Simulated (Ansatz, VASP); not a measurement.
Given: the input of a run of Ansatz 0.2.0 on Br.

The input input.yaml:

```yaml
crystal:
  lattice:
    - [3.36325, -2.32255, 0.0]
    - [3.36325, 2.32255, 0.0]
    - [0.0, 0.0, 8.7023]
  atoms:
    - { symbol: Br, position: [0.3651, 0.6349, 0.3901] }
    - { symbol: Br, position: [0.1349, 0.8651, 0.8901] }
    - { symbol: Br, position: [0.6349, 0.3651, 0.6099] }
    - { symbol: Br, position: [0.8651, 0.1349, 0.1099] }
hamiltonian:
  xc: blyp
  pseudopotentials: { kind: paw }
kpoints:
  mp_grid: { grid: [7, 7, 3] }
scf:
  occupations: { method: fermi_dirac, width: 0.05 }
output:
  forces: true
  stress: true
relax:
  f_tol: 0.01
  max_steps: 40
  cell: { stress_tol: 0.05 }
```

Potentials or basis: Ansatz PAW.

The run is started by

```console
$ ansatz run input.yaml --threads 2 --pin off --max-ram 5632MiB --backend cpu --events-out ev --progress --plain --runs-dir out
```

**Question.** Translate it to VASP 6.6.1. Potentials there: VASP PAW PBE potentials, release 64 (Br).

**Answer.** As run (the cutoff follows the program's own potentials):

Contents of INCAR:

```
AGGAC    = 1.0          
AGGAX    = 1.0          
ALDAC    = 0.0          
ALDAX    = 1.0          
ALGO     = Normal         # electronic algorithm
EDIFF    = 1E-6           # SCF threshold, eV
EDIFFG   = -0.01          # ionic threshold
ENCUT    = 600            # plane-wave cutoff, eV
GGA      = B5             # functional
IBRION   = 2              # ionic algorithm
ISIF     = 3              # what is computed and relaxed
ISMEAR   = -1             # smearing method
LASPH    = True           # aspherical terms in the spheres
LCHARG   = False          # write CHGCAR
LREAL    = False          # projectors in reciprocal space
LWAVE    = False          # write WAVECAR
NELM     = 100            # most SCF steps
NSW      = 60             # ionic steps
PREC     = Accurate       # precision mode
SIGMA    = 0.05           # smearing width, eV
```

The input KPOINTS:

```
k-points
0
Gamma
  7 7 3
```

Contents of POSCAR:

```
Br
1.0
    3.3632500000     -2.3225500000      0.0000000000
    3.3632500000      2.3225500000      0.0000000000
    0.0000000000      0.0000000000      8.7023000000
Br
4
Direct
    0.3651000000      0.6349000000      0.3901000000
    0.1349000000      0.8651000000      0.8901000000
    0.6349000000      0.3651000000      0.6099000000
    0.8651000000      0.1349000000      0.1099000000
```

Potentials or basis: VASP PAW PBE potentials, release 64 (Br).

Run with:

```bash
$ cat potpaw_PBE.64/Br/POTCAR > POTCAR
$ mpirun -np 1 vasp_std > vasp.out
```

Both were run:

|  | VASP | Ansatz | Ansatz less VASP |
| --- | --- | --- | --- |
| relaxed volume (Å³/atom) | 52.73 | 61.91 | +9.180 |
| relaxed length of the cell vector where the two differ most in proportion (Å) | 5.697 | 6.553 | +0.8561 |

VASP's potentials were made for PBE, not for BLYP. One of these differences is far larger than is usual between the two programs; its cause wasn't traced.

Noted on VASP's run: the volume moved by over 15 % at a fixed basis, so the end points are rough. Noted on Ansatz's run: the volume moved by over 15 % at a fixed basis, so the end points are rough; odd divisions of the mesh miss points on the zone boundary, where band edges often lie, so the gap on the mesh can be too wide; the plane-wave basis is chosen anew once the cell has moved, so the energies of steps on either side of that aren't comparable.
